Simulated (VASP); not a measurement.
Hg2S, 3 atoms in the cell. It takes space group P6/mmm (No. 191, hexagonal). Conventional cell: a = 4.699 Å, b = 4.699 Å, c = 3.746 Å, α = 90.00°, β = 90.00°, γ = 120.00°. Within 3.6 Å of Hg (site symmetry -6m2) lie 3 Hg at 2.71 Å and 6 S at 3.30 Å. S (site symmetry 6/mmm) has 12 Hg at 3.30 Å and 2 S at 3.75 Å within 4.3 Å. 

```yaml
Program: VASP 6.6.1
Task: relaxation of cell and atoms
Functional: r2SCAN
Potentials_or_basis: VASP PAW PBE potentials, release 64 (Hg, S)
Cutoff: 600 eV
k_mesh: 12 × 12 × 12
Occupations: gaussian, width 0.1 eV
Spin: no spin polarisation
Dipole_correction: no
Further_INCAR_settings: ALGO = Normal; EDIFF = 1e-06; IBRION = 2; EDIFFG = -0.01; NSW = 100; ISIF = 3
```

Potentials or basis: VASP PAW PBE potentials, release 64 (Hg, S).

Launch:

```sh
$ cat potpaw_PBE.64/Hg/POTCAR potpaw_PBE.64/S/POTCAR > POTCAR
$ cp INCAR.step1 INCAR
$ mpirun -np 1 vasp_std > vasp.out
$ cp INCAR.step2 INCAR
$ mpirun -np 1 vasp_std > vasp.out
```

Hardware: 1 thread of Oxide Virtual Turin-like Processor, on a shared host.

Question: Estimate the wall time of this run.

Answer: It took 92 min on 1 thread of Oxide Virtual Turin-like Processor, with other jobs on the host, peak memory 0.36 GiB. Counts: k points 133, ion steps 6.
